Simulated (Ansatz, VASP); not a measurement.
# One calculation of TaN, two programs

```
CELL_PARAMETERS angstrom
2.93800 -0.01469 -0.01469
-1.48172 2.55173 -0.00538
-0.01442 -0.01442 2.88300
ATOMIC_POSITIONS crystal
Ta 0.33333 0.66667 0.50000
N 0.00000 0.00000 0.00000
```

Change from the starting cell: equal xy, yz and zx shear strains of -1 %, PAW files.

Alike in both runs: task electric field gradients; functional LDA; k mesh 12 × 12 × 10; occupations fermi-dirac, width 0.02 eV; no spin polarisation.

|  | VASP | Ansatz |
| --- | --- | --- |
| version | VASP 6.6.1 | Ansatz 0.2.0 |
| potentials or method | VASP PAW LDA potentials, release 64 (Ta_pv, N) | PAW with Ansatz's default frozen-core files, scalar-relativistic |
| plane-wave cutoff (eV) | 520 | 420 |
| valence electrons in the cell | 16 | 18 |

```tsv
	VASP	Ansatz	Ansatz less VASP
pressure (GPa)	-9.7	-11.5	-1.77
traceless stress, the component that is largest in VASP (GPa)	2.45	2.42	-0.029
rms of the force components (eV/Å)	0.011	0.009	-0.0014
size of Vzz on the site where it differs most (V/Å²)	40.4	63.0	+22.60
```

LDA's correlation is that of Perdew and Zunger in VASP and of Perdew and Wang (1992) in Ansatz. Atom by atom the forces differ by 0.001 eV/Å (rms over components). One of these differences is far larger than is usual between the two programs; its cause wasn't traced. VASP's potentials hold 16 valence electrons a cell and Ansatz's 18, so a difference there can come from the potentials and not from the codes.

Spin-orbit coupling is off throughout.
